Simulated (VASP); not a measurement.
Runs of VASP 6.6.1 on Sn. The structure is that of space group P6/mmm (No. 191), or close to it. The cells are those of the table. 

```csv
cell,k mesh,gap on the mesh (eV),pressure (GPa)
"a = 5.221, b = 5.221, c = 3.186 Å, angles 90.0, 90.0, 120.0°, 3 atoms",8 × 8 × 11,none,7.9
"a = 5.590, b = 5.590, c = 3.411 Å, angles 90.0, 90.0, 120.0°, 3 atoms",8 × 8 × 11,none,(b)
"a = 5.448, b = 5.448, c = 3.324 Å, angles 90.0, 90.0, 120.0°, 3 atoms",7 × 7 × 10,none,-0.1
"a = 5.448, b = 5.448, c = 3.324 Å, angles 90.0, 90.0, 120.0°, 3 atoms",8 × 8 × 11,none,0.3
"a = 5.375, b = 5.375, c = 3.279 Å, angles 90.0, 90.0, 120.0°, 3 atoms",8 × 8 × 11,none,2.3
"a = 5.299, b = 5.299, c = 3.233 Å, angles 90.0, 90.0, 120.0°, 3 atoms",8 × 8 × 11,none,(a)
"a = 5.520, b = 5.520, c = 3.368 Å, angles 90.0, 90.0, 120.0°, 3 atoms",8 × 8 × 11,none,-1.3
```

Alike in all rows: task single point; level revPBE; potentials or basis VASP PAW PBE potentials, release 64 (Sn_d); no spin polarisation; cutoff (eV) 520; smearing fermi-dirac 0.1 eV.

Q: Estimate the missing entries.

A: (a) 4.8; (b) -2.6.

Caveats: the PAW data sets were made with another functional, which shifts forces and pressure a little; spin-orbit coupling is left out, which moves the levels of the heavy elements.

A k mesh can miss the band edges, and the runs leave out spin-orbit coupling on Sn.

A gap of «none» marks levels without a gap at the run's occupations.
